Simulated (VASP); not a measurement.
Co: single point with LDA

Co:

```xyz
2
Lattice="2.3996 0.0000 0.0000 -1.1998 2.0781 0.0000 0.0000 0.0000 3.8657" Properties=species:S:1:pos:R:3 pbc="T T T"
Co    0.0000    1.3854    0.9664
Co    1.1998    0.6927    2.8993
```

```json
{
 "Program": "VASP 6.6.1",
 "Task": "single point",
 "Functional": "LDA",
 "Potentials or basis": "VASP PAW LDA potentials, release 64 (Co)",
 "Cutoff": "520 eV",
 "k mesh": "15 × 15 × 8",
 "Occupations": "fermi-dirac, width 0.1 eV",
 "Spin": "non-collinear spin, zero start, spin-orbit coupling",
 "Starting moments": "[[0.0, 0.0, 0.0], [0.0, 0.0, 0.0]] μB",
 "Dipole correction": "no",
 "Further INCAR settings": "ALGO = Normal; EDIFF = 1e-06; NBANDS = 30"
}
```

- Pressure: -0.9 GPa
- Net moment: 0.00 μB per cell
- Valence electrons inside the program's atomic spheres: Co 8.53

Stress tensor (GPa, compression positive):
```
-0.82  0.00  0.00
 0.00 -0.82  0.00
 0.00  0.00 -0.97
```

Moments on the atoms (μB; x, y, z):
```
Co  0.00 0.00 0.00
Co  0.00 0.00 0.00
```

It took 120 s on 1 thread of Intel Xeon 6975P-C (shared host), peak memory 0.23 GiB.
